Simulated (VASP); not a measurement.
Input of a VASP 6.6.1 run:

File INCAR:

```
SYSTEM = FeGe
PREC = Accurate ; ENCUT = 520
EDIFF = 1E-6 ; ISMEAR = -1
SIGMA = 0.05 ; LREAL = .False.
LASPH = .True. ; NELM = 150
ALGO = Normal ; ISIF = 2
LWAVE = .False. ; LCHARG = .False.
ISPIN = 2 ; MAGMOM = 0 0 0 3 3 3
LORBIT = 11 ; LMAXMIX = 4
NBANDS = 46
```

KPOINTS

```
Automatic mesh
0
Gamma
  6 6 7
  0 0 0
```

File POSCAR:

```
FeGe
1.0
    5.0307000046      0.0000000000      0.0000000000
   -2.5153500023      4.3567140028      0.0000000000
    0.0000000000      0.0000000000      4.1430188420
Ge Fe
3 3
Direct
    0.6666666667      0.3333333333      0.5000000000
    0.3333333333      0.6666666667      0.5000000000
    0.0000000000      0.0000000000      0.0000000000
    0.0000000000      0.5000000000      0.0000000000
    0.5000000000      0.5000000000      0.0000000000
    0.5000000000      0.0000000000      0.0000000000
```

Potentials or basis: VASP PAW LDA potentials, release 64 (Ge_d, Fe).

The run is started by

```sh
$ cat potpaw_LDA.64/Ge_d/POTCAR potpaw_LDA.64/Fe/POTCAR > POTCAR
$ mpirun -np 1 vasp_std > vasp.out
```

What does it give for the band gap on the k mesh?

Zero (filled and empty bands overlap).

Predict the site moments.

Ge -0.05, -0.07 (each value once); Fe +1.39 μB.

Stress tensor (GPa, compression positive):
```
-16.33   0.00   0.00
  0.00 -16.33   0.00
  0.00   0.00 -17.34
```

Caveat: the cell stands under tension.
